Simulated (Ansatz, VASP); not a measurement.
**Mn in VASP and in Ansatz**

INCAR

```
SYSTEM = Mn
PREC = Accurate
ENCUT = 520
EDIFF = 1E-7
ISMEAR = -1
SIGMA = 0.05
LREAL = .FALSE.
LASPH = .TRUE.
NELM = 150
ALGO = Normal
ISIF = 2
LWAVE = .FALSE.
LCHARG = .TRUE.
ISPIN = 2
MAGMOM = 2.48 -2.48
LORBIT = 11
LMAXMIX = 4
GGA = RE
LELF = .TRUE.
LVHAR = .TRUE.
NBANDS = 24
```

KPOINTS

```
regular mesh
0
G
  12 12 12
  0 0 0
```

Contents of POSCAR:

```
Mn
1.0
    0.0000000000      2.6960375582      2.6960375582
    2.6960375582      0.0000000000      2.6960375582
    2.6960375582      2.6960375582      0.0000000000
Mn
2
Direct
    0.1250000000      0.1250000000      0.1250000000
    0.8750000000      0.8750000000      0.8750000000
```

Input for Ansatz:

```yaml
crystal:
  lattice:
    - [0.0, 2.6960375582, 2.6960375582]
    - [2.6960375582, 0.0, 2.6960375582]
    - [2.6960375582, 2.6960375582, 0.0]
  atoms:
    - { symbol: Mn, position: [0.125, 0.125, 0.125], spin: 2.48 }
    - { symbol: Mn, position: [0.875, 0.875, 0.875], spin: -2.48 }
hamiltonian:
  xc: revpbe
  pseudopotentials:
    kind: paw
    azcp:
      Mn: "pseudopotentials/Mn.paw.azcp"
basis:
  ecutwfc: 420
  fft_grid_basis: typed
kpoints:
  mp_grid: { grid: [12, 12, 12], shift: [0, 0, 0] }
magnetization:
  spin_polarized: true
scf:
  occupations: { method: fermi_dirac, width: 0.05 }
  lower_state_search: "off"
output:
  stress: true
```

Alike in both runs: task single point; functional revPBE; k mesh 12 × 12 × 12; occupations fermi-dirac, width 0.05 eV; collinear spin.

|  | VASP | Ansatz |
| --- | --- | --- |
| version | VASP 6.6.1 | Ansatz 0.2.0 |
| potentials or method | VASP PAW PBE potentials, release 64 (Mn_pv), cutoff 520 eV | plane waves (420 eV) with PAW, scalar-relativistic |
| valence electrons in the cell | 26 | 30 |

|  | VASP | Ansatz | Ansatz less VASP |
| --- | --- | --- | --- |
| pressure (GPa) | -2.2 | -2.5 | -0.26 |
| net moment per atom (μB) | 0.00 | 0.00 | 0.000 |
| size of the moment on the site where the two differ most (μB) | 2.96 | 2.79 | -0.173 |

VASP's potentials were made for PBE, not for revPBE. Site moments also hang on the region over which each program counts them. VASP's potentials hold 26 valence electrons a cell and Ansatz's 30, so a difference there can come from the potentials and not from the codes.
